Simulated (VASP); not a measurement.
Ga3BAs4:

```
B As Ga
1.0
     3.83255    0.00000    0.00000
     0.00000    3.83255    0.00000
     0.00000    0.00000   11.06345
B As Ga
1 4 3
Direct
  0.00000 0.00000 0.00000
  0.00000 0.50000 0.10145
  0.50000 0.00000 0.36742
  0.00000 0.50000 0.63258
  0.50000 0.00000 0.89855
  0.50000 0.50000 0.23523
  0.00000 0.00000 0.50000
  0.50000 0.50000 0.76477
```

Base run:

| Quantity | Value |
| --- | --- |
| Program | VASP 6.6.1 |
| Functional | PBE |
| Potentials or basis | VASP PAW PBE potentials, release 64 (B, As, Ga_d) |
| Cutoff | 500 eV |
| k mesh | 6 × 6 × 2 |
| Occupations | fermi-dirac, width 0.02 eV |
| Spin | no spin polarisation |

Its results: band gap on the k mesh 0.54 eV, indirect (least direct gap 0.54 eV); pressure 2.9 GPa; largest force 0.213 eV/Å.

Q: The run is repeated on the same cell with these changes: functional from PBE to r2SCAN; cutoff from 500 eV to 550 eV; occupations from fermi-dirac, width 0.02 eV to gaussian, width 0.01 eV. What comes out?

A: Band gap on the k mesh 0.79 eV, indirect (least direct gap 0.82 eV); pressure 0.1 GPa; largest force 0.012 eV/Å.

Caveats: the PAW data sets were made with another functional, which shifts forces and pressure a little (some runs).

A k mesh can miss the band edges.
